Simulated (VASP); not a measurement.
The system is MgCd3O.

```xyz
5
Lattice="4.4877 0.0000 0.0000 0.0000 4.4877 0.0000 0.0000 0.0000 5.0620" Properties=species:S:1:pos:R:3 pbc="T T T"
Mg    2.2439    2.2439    2.9382
Cd    2.2439    0.0000    0.2161
Cd    0.0000    2.2439    0.2161
Cd    2.2439    2.2439    0.6397
O     0.0000    0.0000    4.9332
```

The cell was built from a structure type or drawn by symmetry, and may not be a known phase.

* Program: VASP 6.6.1
* Task: relaxation of cell and atoms
* Functional: PBE
* Potentials or basis: VASP PAW PBE potentials, release 64 (Mg, Cd, O)
* Cutoff: 600 eV
* k mesh: 4 × 4 × 4
* Occupations: gaussian, width 0.1 eV
* Spin: no spin polarisation

At the start: pressure 37.1 GPa; volume 20.39 Å³/atom.

Q: Where does the relaxation end?

A: Over 51 steps the energy falls by 1095.0 meV/atom and the volume is 25.21 Å³/atom (+23.6 %); space group P4mm (No. 99, to 0.1 Å) before and after.

Step by step:
| step | energy change (eV) | largest force (eV/Å) | pressure (GPa) | volume (Å³) |
| --- | --- | --- | --- | --- |
| 1 | 0.0000 | 2.6039 | 37.09 | 101.95 |
| 3 | -4.0945 | 1.5931 | 0.68 | 144.91 |
| 5 | -4.2620 | 0.5391 | -0.24 | 149.22 |
| 7 | -4.3464 | 0.7861 | -0.25 | 149.97 |
| 9 | -4.8289 | 0.9329 | 0.89 | 140.42 |
| 11 | -4.9315 | 0.7432 | 1.32 | 136.69 |
| 13 | -4.9982 | 0.4997 | 0.99 | 136.58 |
| 15 | -5.0280 | 0.5378 | 0.05 | 139.62 |
| 17 | -5.1898 | 0.4626 | -0.01 | 140.62 |
| 19 | -5.2293 | 0.3104 | 0.15 | 141.05 |
| 21 | -5.2410 | 0.1163 | -0.19 | 141.73 |
| 23 | -5.2434 | 0.0766 | 0.09 | 140.38 |
| 25 | -5.2443 | 0.0847 | 0.04 | 140.51 |
| 27 | -5.2545 | 0.2344 | 0.18 | 139.21 |
| 29 | -5.3679 | 0.4993 | 0.10 | 133.50 |
| 31 | -5.4102 | 0.5675 | -0.27 | 131.39 |
| 33 | -5.4171 | 0.5968 | -0.41 | 130.22 |
| 35 | -5.4177 | 0.5966 | -0.43 | 130.13 |
| 37 | -5.4187 | 0.5950 | -0.53 | 129.69 |
| 39 | -5.4217 | 0.5844 | -0.51 | 129.54 |
| 41 | -5.4343 | 0.5349 | -0.41 | 128.90 |
| 43 | -5.4670 | 0.2829 | 0.03 | 126.33 |
| 45 | -5.4709 | 0.1537 | 0.26 | 125.28 |
| 47 | -5.4721 | 0.1058 | 0.17 | 125.44 |
| 49 | -5.4739 | 0.0706 | -0.14 | 126.29 |
| 51 | -5.4748 | 0.0367 | 0.00 | 126.05 |

Final structure:
```xyz
5
Lattice="4.1537 0.0000 0.0000 0.0000 4.1537 0.0000 0.0000 0.0000 7.3059" Properties=species:S:1:pos:R:3 pbc="T T T"
Mg    2.0768    2.0768    4.5120
Cd    2.0768    0.0000    6.6905
Cd    0.0000    2.0768    6.6905
Cd    2.0768    2.0768    1.8150
O     0.0000    0.0000    0.5055
```

Caveat: the volume moved by over 15 % at a fixed basis, so the end points are rough.
